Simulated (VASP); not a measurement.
# Mo (Im-3m) in VASP: notebook, part 2 of 2

VASP 6.6.1. The steps go on from the part before.

**6. Single point, PBEsol**

This run uses another cell than the first one, of 16.83 Å³/atom, 1.174 times its volume.

File INCAR:

```
PREC = Accurate
ENCUT = 500
EDIFF = 1E-6
ISMEAR = -1
SIGMA = 0.05
LREAL = F
LASPH = T
NELM = 120
ALGO = Normal
ISIF = 2
LWAVE = F
LCHARG = F
GGA = PS
NBANDS = 13
GGA_COMPAT = F
```

File KPOINTS:

```
regular mesh
0
Gamma
  13 13 13
```

File POSCAR:

```
Mo
1.0
   -1.6143010825      1.6143010825      1.6143010825
    1.6143010825     -1.6143010825      1.6143010825
    1.6143010825      1.6143010825     -1.6143010825
Mo
1
Direct
    0.0000000000      0.0000000000      0.0000000000
```

Potentials or basis: VASP PAW PBE potentials, release 64 (Mo_sv).

Run with:

```bash
> cat potpaw_PBE.64/Mo_sv/POTCAR > POTCAR
> mpirun -np 1 vasp_std > vasp.out
```

OUTCAR:

```text
PREC = Accurate
   ENCUT = 500
   EDIFF = 1E-6
   ISMEAR = -1
   LREAL = F
   LASPH = T
   NELM = 120
   ISIF = 2
   GGA = PS

 ion  position               nearest neighbor table
   1  0.000  0.000  0.000-

  LATTYP: Found a body centered cubic cell.
 ALAT       =     3.2286021650

  Lattice vectors:

 A1 = (  -1.6143010825,   1.6143010825,   1.6143010825)
 A2 = (   1.6143010825,  -1.6143010825,   1.6143010825)
 A3 = (   1.6143010825,   1.6143010825,  -1.6143010825)

Analysis of symmetry for initial positions (statically):
=====================================================================
 Subroutine PRICEL returns:
 Original cell was already a primitive cell.

 Routine SETGRP: Setting up the symmetry group for a
 body centered cubic supercell.

 Subroutine GETGRP returns: Found 48 space group operations
 (whereof 48 operations were pure point group operations)
 out of a pool of 48 trial point group operations.

The static configuration has the point symmetry O_h .

Analysis of symmetry for dynamics (positions and initial velocities):
=====================================================================
 Subroutine PRICEL returns:
 Original cell was already a primitive cell.

 Routine SETGRP: Setting up the symmetry group for a
 body centered cubic supercell.

 Subroutine GETGRP returns: Found 48 space group operations
 (whereof 48 operations were pure point group operations)
 out of a pool of 48 trial point group operations.

The dynamic configuration has the point symmetry O_h .

 Subroutine INISYM returns: Found 48 space group operations
 (whereof 48 operations are pure point group operations),
 and found     1 'primitive' translations

----------------------------------------------------------------------------------------

                                     Primitive cell

  volume of cell :      16.8273

  direct lattice vectors                    reciprocal lattice vectors
[... 112 lines left out ...]
   AEXX    =    0.0000 exact exchange contribution
   IVDW    =     0    specifies the selected vdW correction
   LEPSILON=     F    determine dielectric tensor
   LRPA    =     F    only Hartree local field effects (RPA)
 non-spin polarized calculation
  energy-cutoff  :      500.00
  volume of cell :       16.83
 maximum number of plane-waves:       438
   NGX = 11   NGY = 11   NGZ = 11

 number of electron      13.9999998 magnetization

 Free energy of the ion-electron system (eV)
  ---------------------------------------------------
  ext. energy  EPLUGINS =         0.00000000
  ---------------------------------------------------
  free energy    TOTEN  =       -11.67884446 eV

  energy without entropy =      -11.67136076  energy(sigma->0) =      -11.67510261

 E-fermi :  11.4012     XC(G=0): -13.1186

 val. band max:       11.3958934549   @ k =  -0.3077   0.3077   0.1538
 cond. band min:      11.4013614910   @ k =   0.3846   0.0769   0.0000
 fundamental gap:      0.0054680361
 Fermi energy:        11.4011711134

 k-point     1 :       0.0000    0.0000    0.0000
  band No.  band energies     occupation
      1     -49.8941      2.00000
      2     -23.3318      2.00000
      3     -23.3318      2.00000
      4     -23.3318      2.00000
      5       4.2885      2.00000
      6      10.0752      2.00000
      7      10.0752      2.00000
      8      10.0752      2.00000
      9      12.8230      0.00000
     10      12.8230      0.00000
     11      26.0019      0.00000
     12      26.0019      0.00000
     13      26.0019      0.00000
[... 354 lines left out ...]
  band No.  band energies     occupation
      1     -49.7519      2.00000
      2     -24.1261      2.00000
      3     -23.5754      2.00000
      4     -23.3929      2.00000
      5       7.0131      2.00000
      6       8.6487      2.00000
      7       9.4797      2.00000
      8      12.6300      0.00000
      9      13.0976      0.00000
     10      14.3245      0.00000
     11      25.2448      0.00000
     12      25.2575      0.00000
     13      28.9039      0.00000

 [... further k-points ...]

------------------------ aborting loop because EDIFF is reached ----------------------------------------

  FORCE on cell =-STRESS in cart. coord.  units (eV):
  Direction    XX          YY          ZZ          XY          YZ          ZX
  --------------------------------------------------------------------------------------
  -------------------------------------------------------------------------------------
  Total       -2.2122233     -2.2122233     -2.2122233     -0.0000000      0.0000000      0.0000000
  in kB     -210.6327726   -210.6327726   -210.6327726     -0.0000000      0.0000000      0.0000000
  external PRESSURE =    -210.6327726 kB  Pullay stress =       0.0000000 kB

 VOLUME and BASIS-vectors are now :
 -----------------------------------------------------------------------------
  energy-cutoff  :      500.00
  volume of cell :       16.83
      direct lattice vectors                 reciprocal lattice vectors
    -1.614301082  1.614301082  1.614301082     0.000000000  0.309731565  0.309731565
     1.614301082 -1.614301082  1.614301082     0.309731565  0.000000000  0.309731565
     1.614301082  1.614301082 -1.614301082     0.309731565  0.309731565  0.000000000

 POSITION                                       TOTAL-FORCE (eV/Angst)
 -----------------------------------------------------------------------------------
      0.00000      0.00000      0.00000         0.000000      0.000000      0.000000
 -----------------------------------------------------------------------------------
    total drift:                                0.000000     -0.000000     -0.000000

  FREE ENERGIE OF THE ION-ELECTRON SYSTEM (eV)
  ---------------------------------------------------
  free  energy   TOTEN  =       -11.6788444574 eV

  energy  without entropy=      -11.6713607638  energy(sigma->0) =      -11.67510261
```

stdout:

```text
POSCAR found type information on POSCAR Mo
 POSCAR found :  1 types and       1 ions
 scaLAPACK will be used
 -----------------------------------------------------------------------------
|                                                                             |
|                                                                             |
|     You enforced a specific xc type in the INCAR file but a different       |
|     I HOPE YOU KNOW WHAT YOU ARE DOING!                                     |
|                                                                             |
 -----------------------------------------------------------------------------

 LDA part: xc-table for (Slater+PW92), standard interpolation
 POSCAR, INCAR and KPOINTS ok, starting setup
 FFT: planning ... GRIDC
 FFT: planning ... GRID_SOFT
 FFT: planning ... GRID
 WAVECAR not read
 entering main loop
```

It took 21 s on 1 thread of Intel Xeon 8259CL, shared host; peak memory 0.13 GiB.

Results:

* Free energy: -11.6788 eV
* Pressure: -21.1 GPa
* Band gap on the k mesh: zero (band 7 reaches 14.57 eV, above the bottom of band 8 at 10.08 eV)

Caveat: the PAW data sets were made with another functional, which shifts forces and pressure a little.

**7. Summary**

| cell | gap on the mesh (eV) | pressure (GPa) |
| --- | --- | --- |
| a = 2.651 Å, angles 109.5°, 1 atom | none | 22.0 |
| a = 2.688 Å, angles 109.5°, 1 atom | none | 7.4 |
| a = 2.725 Å, angles 109.5°, 1 atom | none | -4.2 |
| a = 2.761 Å, angles 109.5°, 1 atom | none | -13.5 |
| a = 2.796 Å, angles 109.5°, 1 atom | none | -21.1 |

Alike in all rows: task single point; level PBEsol; potentials or basis VASP PAW PBE potentials, release 64 (Mo_sv); no spin polarisation; k mesh 13 × 13 × 13; cutoff (eV) 500; smearing fermi-dirac 0.05 eV.

Caveats: the PAW data sets were made with another functional, which shifts forces and pressure a little.

Absolute energies hang on the potentials; compare differences alone.
